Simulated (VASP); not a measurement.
CaHfS2:

```xyz
4
Lattice="3.4596 0.0000 0.0000 -1.7298 2.9961 0.0000 0.0000 0.0000 6.4102" Properties=species:S:1:pos:R:3 pbc="T T T"
Ca    0.0000    1.9974    3.2051
Hf    1.7298    0.9987    0.0000
S     0.0000    0.0000    1.6071
S     0.0000    0.0000    4.8031
```

```yaml
Program: VASP 6.6.1
Task: relaxation of cell and atoms
Functional: PBE
Potentials_or_basis: VASP PAW PBE potentials, release 64 (Ca_sv, Hf_pv, S)
Cutoff: 600 eV
k_mesh: 6 × 6 × 4
Occupations: gaussian, width 0.1 eV
Spin: no spin polarisation
```

At the start: pressure 19.8 GPa; volume 16.61 Å³/atom.

Question: How do energy, volume and symmetry change on relaxing?

Answer: Over 8 steps the energy falls by 201.5 meV/atom and the volume is 19.46 Å³/atom (+17.2 %); space group P-6m2 (No. 187, to 0.1 Å) before and after.

Step by step:
```
step  energy change (eV)  largest force (eV/Å)  pressure (GPa)  volume (Å³)
   1              0.0000                1.7700           19.81        66.45
   2             -0.4057                0.7685           -9.80        88.21
   3             -0.7196                1.0226           -1.52        78.36
   4             -0.7198                1.0322           -1.21        78.11
   5             -0.7929                0.4069           -0.06        77.48
   6             -0.8039                0.0273            0.77        77.13
   7             -0.8058                0.0099           -0.40        78.12
   8             -0.8061                0.0007           -0.09        77.85
```

Final structure:
```xyz
4
Lattice="3.6435 0.0000 0.0000 -1.8218 3.1554 0.0000 0.0000 0.0000 6.7712" Properties=species:S:1:pos:R:3 pbc="T T T"
Ca    0.0000    2.1036    3.3856
Hf    1.8218    1.0518    0.0000
S     3.6435    0.0000    1.5622
S     0.0000    0.0000    5.2090
```

Caveat: the volume moved by over 15 % at a fixed basis, so the end points are rough.
